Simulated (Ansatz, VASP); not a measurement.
**One calculation of Al2Cu, two programs**

```
Al Cu
1.0
    -2.99639    2.99639    2.41425
     2.99639   -2.99639    2.41425
     2.99639    2.99639   -2.41425
Al Cu
4 2
Direct
  0.65933 0.15933 0.81866
  0.15933 0.34067 0.50000
  0.34067 0.84067 0.18134
  0.84067 0.65933 0.50000
  0.25000 0.25000 0.00000
  0.75000 0.75000 0.00000
```

Alike in both runs: functional PBEsol; k mesh 10 × 10 × 10; occupations gaussian, width 0.1 eV; no spin polarisation.

Ansatz relaxed the structure, and its values are those at the end. VASP's run is a single point on that final structure, the one shown.

|  | VASP | Ansatz |
| --- | --- | --- |
| version | VASP 6.6.1 | Ansatz 0.2.0 |
| potentials or method | VASP PAW PBE potentials, release 64 (Al, Cu), cutoff 520 eV | scalar-relativistic, plane waves, PAW |
| valence electrons in the cell | 34 | 50 |

|  | VASP | Ansatz | Ansatz less VASP |
| --- | --- | --- | --- |
| gap on the k mesh at the Fermi level (eV) | none | none | - |
| pressure (GPa) | 0.3 | 0.0 | -0.30 |

VASP's potentials were made for PBE, not for PBEsol. A gap of «none» marks a metal or a gap that the smearing closes. VASP's potentials hold 34 valence electrons a cell and Ansatz's 50, so a difference there can come from the potentials and not from the codes.
